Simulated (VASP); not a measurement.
# Se (P3_121) in VASP: notebook

The runs below take Se through single point, with PBE+D3(BJ).

Everything below comes from runs of VASP 6.6.1. Logs are shortened: lines on timing, memory, paths and dates and some standing lists are left out, and cuts for length are marked.

### Step 1. The cell of the first run

Symmetry: P3_121, No. 152, trigonal system. Conventional cell: a = 4.139 Å, b = 4.139 Å, c = 5.217 Å, α = 90.00°, β = 90.00°, γ = 120.00°. Within 3.3 Å of Se (site symmetry 2) lie 6 Se at 2.48 to 3.25 Å.

### Step 2. Single point, PBE+D3(BJ) (volume 25.804 Å^3 an atom, c/a of the conventional cell 1.2605)

File INCAR:

```
SYSTEM = Se
  PREC = Accurate
  ENCUT = 520
  EDIFF = 1E-6
  ISMEAR = 0
  SIGMA = 0.05
  LREAL = .FALSE.
  LASPH = .TRUE.
  NELM = 80
  ALGO = Normal
  ISIF = 2
  LWAVE = .FALSE.
  LCHARG = .FALSE.
  GGA = PE
  IVDW = 12
  NBANDS = 16
```

File KPOINTS:

```
Automatic mesh
0
G
  12 12 8
  0 0 0
```

File POSCAR:

```
Se
1.0
    4.1391994051      0.0000000000      0.0000000000
   -2.0695997025      3.5846518361      0.0000000000
    0.0000000000      0.0000000000      5.2172897710
Se
3
Direct
    0.2473450684      0.0000000000      0.3333333333
    0.0000000000      0.2473450684      0.6666666667
    0.7526549316      0.7526549316      0.0000000000
```

Potentials or basis: VASP PAW PBE potentials, release 64 (Se).

Command:

```sh
$ cat potpaw_PBE.64/Se/POTCAR > POTCAR
$ mpirun -np 1 vasp_std > vasp.out
```

OUTCAR:

```text
SYSTEM = Se
   PREC = Accurate
   ENCUT = 520
   EDIFF = 1E-6
   ISMEAR = 0
   LREAL = .FALSE.
   LASPH = .TRUE.
   NELM = 80
   ISIF = 2
   GGA = PE
   IVDW = 12
 IVDW          = 12

 ion  position               nearest neighbor table
   1  0.247  0.000  0.333-   3 2.48   2 2.48
   2  0.000  0.247  0.667-   3 2.48   1 2.48
   3  0.753  0.753  0.000-   2 2.48   1 2.48

  LATTYP: Found a hexagonal cell.
 ALAT       =     4.1391994051
 C/A-ratio  =     1.2604586685

  Lattice vectors:

 A1 = (   4.1391994051,   0.0000000000,   0.0000000000)
 A2 = (  -2.0695997025,   3.5846518361,   0.0000000000)
 A3 = (   0.0000000000,   0.0000000000,   5.2172897710)

Analysis of symmetry for initial positions (statically):
=====================================================================
 Subroutine PRICEL returns:
 Original cell was already a primitive cell.

 Routine SETGRP: Setting up the symmetry group for a
 hexagonal supercell.

 Subroutine GETGRP returns: Found  6 space group operations
 (whereof  2 operations were pure point group operations)
 out of a pool of 24 trial point group operations.

The static configuration has the point symmetry C_2 .
 The point group associated with its full space group is D_3 .

Analysis of symmetry for dynamics (positions and initial velocities):
=====================================================================
 Subroutine PRICEL returns:
 Original cell was already a primitive cell.

 Routine SETGRP: Setting up the symmetry group for a
 hexagonal supercell.

 Subroutine GETGRP returns: Found  6 space group operations
 (whereof  2 operations were pure point group operations)
 out of a pool of 24 trial point group operations.

The dynamic configuration has the point symmetry C_2 .
 The point group associated with its full space group is D_3 .

 Subroutine INISYM returns: Found  6 space group operations
 (whereof  2 operations are pure point group operations),
 and found     1 'primitive' translations

----------------------------------------------------------------------------------------

                                     Primitive cell

  volume of cell :      77.4120

  direct lattice vectors                    reciprocal lattice vectors
     4.139199405  0.000000000  0.000000000     0.241592613  0.139483560  0.000000000
    -2.069599703  3.584651836  0.000000000     0.000000000  0.278967120  0.000000000
     0.000000000  0.000000000  5.217289771     0.000000000  0.000000000  0.191670397

  length of vectors
     4.139199405  4.139199405  5.217289771     0.278967120  0.278967120  0.191670397

  position of ions in fractional coordinates (direct lattice)
     0.247345068  0.000000000  0.333333333
     1.000000000  0.247345068  0.666666667
     0.752654932  0.752654932  0.000000000

  ion indices of the primitive-cell ions
   primitive index   ion index
                 1           1
                 2           2
                 3           3

----------------------------------------------------------------------------------------

 KPOINTS: Automatic mesh

Automatic generation of k-mesh.
 Grid dimensions read from file:
 generate k-points for:   12   12    8

 Generating k-lattice:

  Cartesian coordinates                     Fractional coordinates (reciprocal lattice)
     0.020132718  0.011623630  0.000000000     0.083333333  0.000000000  0.000000000
     0.000000000  0.023247260  0.000000000     0.000000000  0.083333333  0.000000000
     0.000000000  0.000000000  0.023958800     0.000000000  0.000000000  0.125000000

  Length of vectors
     0.023247260  0.023247260  0.023958800

  Shift w.r.t. Gamma in fractional coordinates (k-lattice)
     0.000000000  0.000000000  0.000000000

 Subroutine IBZKPT returns following result:
 ===========================================

 Found    131 irreducible k-points:

 Following reciprocal coordinates:
            Coordinates               Weight
  0.000000  0.000000  0.000000      1.000000
  0.083333 -0.000000  0.000000      6.000000
  0.166667 -0.000000  0.000000      6.000000
  0.250000 -0.000000  0.000000      6.000000
  0.333333  0.000000  0.000000      6.000000
  0.416667  0.000000  0.000000      6.000000
[... 16 lines left out ...]
  0.166667 -0.000000  0.125000      6.000000
  0.000000  0.166667  0.125000      6.000000
 [... further k-points ...]
   k-points           NKPTS =    131   k-points in BZ     NKDIM =    131   number of bands    NBANDS=     16
   number of dos      NEDOS =    301   number of ions     NIONS =      3
   total plane-waves  NPLWV =  40960
   dimension x,y,z NGX =    32 NGY =   32 NGZ =   40
   dimension x,y,z NGXF=    64 NGYF=   64 NGZF=   80
   ions per type =               3
   NGX,Y,Z   is equivalent  to a cutoff of  12.85, 12.85, 12.75 a.u.
   NGXF,Y,Z  is equivalent  to a cutoff of  25.70, 25.70, 25.49 a.u.
 SYSTEM =  Se
   PREC   = accura    normal or accurate (medium, high low for compatibility)
   ISTART =      0    job   : 0-new  1-cont  2-samecut
   ICHARG =      2    charge: 1-file 2-atom 10-const
   ISPIN  =      1    spin polarized calculation?
   LNONCOLLINEAR =      F non collinear calculations
   LSORBIT =      F    spin-orbit coupling
   LASPH  =      T    aspherical Exc in radial PAW
   ENCUT  =  520.0 eV  38.22 Ry    6.18 a.u.   7.70  7.70  9.70*2*pi/ulx,y,z
   NELM   =     80;   NELMIN=  2; NELMDL= -5     # of ELM steps
   EDIFF  = 0.1E-05   stopping-criterion for ELM
   LREAL  =      F    real-space projection
   EDIFFG = 0.1E-04   stopping-criterion for IOM
   NSW    =      0    number of steps for IOM
   IBRION =     -1    ionic relax: 0-MD 1-quasi-New 2-CG
   NFREE  =      0    steps in history (QN), initial steepest desc. (CG)
   ISIF   =      2    stress and relaxation
   ISYM   =      2    0-nonsym 1-usesym 2-fastsym
   POTIM  = 0.5000    time-step for ionic-motion
   TEBEG  =    0.0;   TEEND  =   0.0 temperature during run
   PSTRESS=    0.0 pullay stress
   NELECT =      18.0000    total number of electrons
   NUPDOWN=      -1.0000    fix difference up-down
   EMIN   =  10.00;   EMAX   =-10.00  energy-range for DOS
   EFERMI =   0.00;   METHOD = LEGACY
   ISMEAR =     0;   SIGMA  =   0.05  broadening in eV -4-tet -1-fermi 0-gaus
   EFERMI_NEDOS =   21; number of points for ismear=-14 and -15
   IALGO  =     38    algorithm
   IMIX   =      4    mixing-type and parameters
     AMIX     =   0.40;   BMIX     =  1.00
     AMIX_MAG =   1.60;   BMIX_MAG =  1.00
  volume/ion in A,a.u.               =      25.80       174.13
  Fermi-wavevector in a.u.,A,eV,Ry     =   1.006691  1.902370 13.788512  1.013427
  Thomas-Fermi vector in A             =   2.139449
   LORBIT       =      0    0 simple, 1 ext, 2 COOP (PROOUT), +10 PAW based schemes
   GGA     = PE    functional components
   LHFCALC =     F    Hartree Fock is set to
   AEXX    =    0.0000 exact exchange contribution
   IVDW    =    12    specifies the selected vdW correction
   LEPSILON=     F    determine dielectric tensor
   LRPA    =     F    only Hartree local field effects (RPA)
 non-spin polarized calculation
 Gauss-broadening in eV      SIGMA  =   0.05
  energy-cutoff  :      520.00
  volume of cell :       77.41
 maximum number of plane-waves:      2119
 NGX is ok and might be reduce to    32
   NGX = 15   NGY = 15   NGZ = 19

 number of electron      17.9999998 magnetization

 Free energy of the ion-electron system (eV)
  ---------------------------------------------------
  ext. energy  EPLUGINS =         0.00000000
  ---------------------------------------------------
  free energy    TOTEN  =       -10.44489772 eV

  energy without entropy =      -10.44489772  energy(sigma->0) =      -10.44489772

 E-fermi :   3.3778     XC(G=0):  -9.2022

 val. band max:        3.0997271007   @ k =   0.4167   0.1667   0.5000
 cond. band min:       3.5907302254   @ k =   0.3333   0.3333   0.5000
 fundamental gap:      0.4910031247
 Fermi energy:         3.3777521732

 k-point     1 :       0.0000    0.0000    0.0000
  band No.  band energies     occupation
      1     -12.4069      2.00000
      2      -8.6556      2.00000
      3      -8.6556      2.00000
      4      -0.2890      2.00000
      5      -0.2071      2.00000
      6      -0.2071      2.00000
[... 8 lines left out ...]
     15       9.8594      0.00000
     16      11.5859      0.00000

 k-point     2 :       0.0833   -0.0000    0.0000
  band No.  band energies     occupation
      1     -12.3647      2.00000
      2      -8.6767      2.00000
      3      -8.6477      2.00000
      4      -0.6886      2.00000
      5      -0.3908      2.00000
      6      -0.1226      2.00000
[... 8 lines left out ...]
     15      10.2282      0.00000
     16      11.4281      0.00000

 k-point     3 :       0.1667   -0.0000    0.0000
  band No.  band energies     occupation
      1     -12.2427      2.00000
      2      -8.7465      2.00000
      3      -8.6255      2.00000
      4      -1.2436      2.00000
      5      -0.7226      2.00000
      6      -0.2224      2.00000
[... 8 lines left out ...]
     15      10.8767      0.00000
     16      11.5441      0.00000

 k-point     4 :       0.2500   -0.0000    0.0000
  band No.  band energies     occupation
      1     -12.0570      2.00000
      2      -8.8747      2.00000
      3      -8.5937      2.00000
      4      -1.6802      2.00000
      5      -1.0467      2.00000
      6      -0.3937      2.00000
[... 8 lines left out ...]
     15      11.4663      0.00000
     16      12.0799      0.00000

 k-point     5 :       0.3333    0.0000    0.0000
  band No.  band energies     occupation
      1     -11.8404      2.00000
      2      -9.0510      2.00000
      3      -8.5602      2.00000
      4      -1.9202      2.00000
      5      -1.3074      2.00000
      6      -0.5230      2.00000
[... 8 lines left out ...]
     15      12.1573      0.00000
     16      12.8309      0.00000

 k-point     6 :       0.4167    0.0000    0.0000
  band No.  band energies     occupation
      1     -11.6522      2.00000
      2      -9.2210      2.00000
      3      -8.5346      2.00000
      4      -1.9925      2.00000
      5      -1.4763      2.00000
      6      -0.5267      2.00000
[... 8 lines left out ...]
     15      13.0408      0.00000
     16      13.6055      0.00000

 k-point     7 :       0.5000   -0.0000    0.0000
  band No.  band energies     occupation
      1     -11.5742      2.00000
      2      -9.2949      2.00000
      3      -8.5250      2.00000
      4      -1.9956      2.00000
      5      -1.5356      2.00000
      6      -0.4093      2.00000
[... 8 lines left out ...]
     15      13.4922      0.00000
     16      13.9347      0.00000

 k-point     8 :       0.0833    0.0833    0.0000
  band No.  band energies     occupation
      1     -12.2825      2.00000
      2      -8.7183      2.00000
      3      -8.6367      2.00000
      4      -1.0654      2.00000
      5      -0.7287      2.00000
      6      -0.0942      2.00000
[... 8 lines left out ...]
     15      10.7025      0.00000
     16      11.3033      0.00000

 k-point     9 :       0.1667    0.0833    0.0000
  band No.  band energies     occupation
      1     -12.1282      2.00000
      2      -8.8088      2.00000
      3      -8.6199      2.00000
      4      -1.4969      2.00000
      5      -1.0821      2.00000
      6      -0.1786      2.00000
[... 8 lines left out ...]
     15      11.2884      0.00000
     16      11.5867      0.00000
[... 172 lines left out ...]
 k-point    19 :       0.3333    0.3333    0.0000
  band No.  band energies     occupation
      1     -11.4461      2.00000
      2      -8.9822      2.00000
      3      -8.9822      2.00000
      4      -1.7331      2.00000
      5      -1.7331      2.00000
      6       0.1222      2.00000
[... 8 lines left out ...]
     15      10.7661      0.00000
     16      13.4591      0.00000

 k-point    20 :       0.0000    0.0000    0.1250
  band No.  band energies     occupation
      1     -12.3406      2.00000
      2      -9.4272      2.00000
      3      -7.8900      2.00000
      4      -0.5275      2.00000
      5      -0.2468      2.00000
      6       0.0548      2.00000
[... 8 lines left out ...]
     15      10.1768      0.00000
     16      10.9371      0.00000

 k-point    21 :       0.0833   -0.0000    0.1250
  band No.  band energies     occupation
      1     -12.2989      2.00000
      2      -9.4164      2.00000
      3      -7.9204      2.00000
      4      -0.7748      2.00000
      5      -0.3543      2.00000
      6      -0.0283      2.00000
[... 8 lines left out ...]
     15      10.4367      0.00000
     16      10.8840      0.00000

 k-point    22 :       0.0000    0.0833    0.1250
  band No.  band energies     occupation
      1     -12.2987      2.00000
      2      -9.4194      2.00000
      3      -7.9152      2.00000
      4      -0.6878      2.00000
      5      -0.5624      2.00000
      6       0.0289      2.00000
[... 8 lines left out ...]
     15      10.3745      0.00000
     16      11.1309      0.00000

 k-point    23 :       0.1667   -0.0000    0.1250
  band No.  band energies     occupation
      1     -12.1788      2.00000
      2      -9.3853      2.00000
      3      -8.0190      2.00000
      4      -1.2166      2.00000
      5      -0.6019      2.00000
      6      -0.1746      2.00000
[... 8 lines left out ...]
     15      10.8894      0.00000
     16      10.9604      0.00000

 k-point    24 :       0.0000    0.1667    0.1250
  band No.  band energies     occupation
      1     -12.1773      2.00000
      2      -9.4082      2.00000
      3      -7.9814      2.00000
      4      -1.1842      2.00000
      5      -0.9787      2.00000
      6      -0.1113      2.00000
[... 8 lines left out ...]
     15      10.8372      0.00000
     16      11.7162      0.00000

 [... further k-points ...]

------------------------ aborting loop because EDIFF is reached ----------------------------------------

 Edisp (eV)   -1.01069

 E8    (eV) :    -0.4173

  FORCE on cell =-STRESS in cart. coord.  units (eV):
  Direction    XX          YY          ZZ          XY          YZ          ZX
  --------------------------------------------------------------------------------------
  -------------------------------------------------------------------------------------
  Total      -1.19744    -1.19744    -1.87536    -0.00000     0.00000     0.00000
  in kB     -24.78315   -24.78315   -38.81382    -0.00000     0.00000     0.00000
  external pressure =      -29.46 kB  Pullay stress =        0.00 kB

 VOLUME and BASIS-vectors are now :
 -----------------------------------------------------------------------------
  energy-cutoff  :      520.00
  volume of cell :       77.41
      direct lattice vectors                 reciprocal lattice vectors
     4.139199405  0.000000000  0.000000000     0.241592613  0.139483560  0.000000000
    -2.069599703  3.584651836  0.000000000     0.000000000  0.278967120  0.000000000
     0.000000000  0.000000000  5.217289771     0.000000000  0.000000000  0.191670397

 POSITION                                       TOTAL-FORCE (eV/Angst)
 -----------------------------------------------------------------------------------
      1.02381      0.00000      1.73910        -0.337164      0.000000     -0.000000
     -0.51191      0.88665      3.47819         0.168582     -0.291993      0.000000
      1.55769      2.69801      0.00000         0.168582      0.291993      0.000000
 -----------------------------------------------------------------------------------
    total drift:                               -0.000000     -0.000000     -0.000000

  FREE ENERGIE OF THE ION-ELECTRON SYSTEM (eV)
  ---------------------------------------------------
  free  energy   TOTEN  =       -11.4555924287 eV

  energy  without entropy=      -11.4555924287  energy(sigma->0) =      -11.45559243
```

Run time: 1.9 min. Hardware: 1 thread of Oxide Virtual Turin-like, shared host; peak memory 0.24 GiB.

Results:

| Item | Value |
| --- | --- |
| Free energy | -11.4556 eV |
| Pressure | -2.9 GPa |
| Largest force | 0.337 eV/Å |
| Band gap on the k mesh | 0.49 eV, indirect (least direct gap 0.51 eV) |
| Dispersion energy per atom | -0.337 eV |

Forces in eV/Å, atoms in the order of the input:
```
Se  -0.337  0.000  0.000
Se   0.169 -0.292  0.000
Se   0.169  0.292  0.000
```

 A k mesh can miss the band edges.

(Continued in part 2 of 2.)
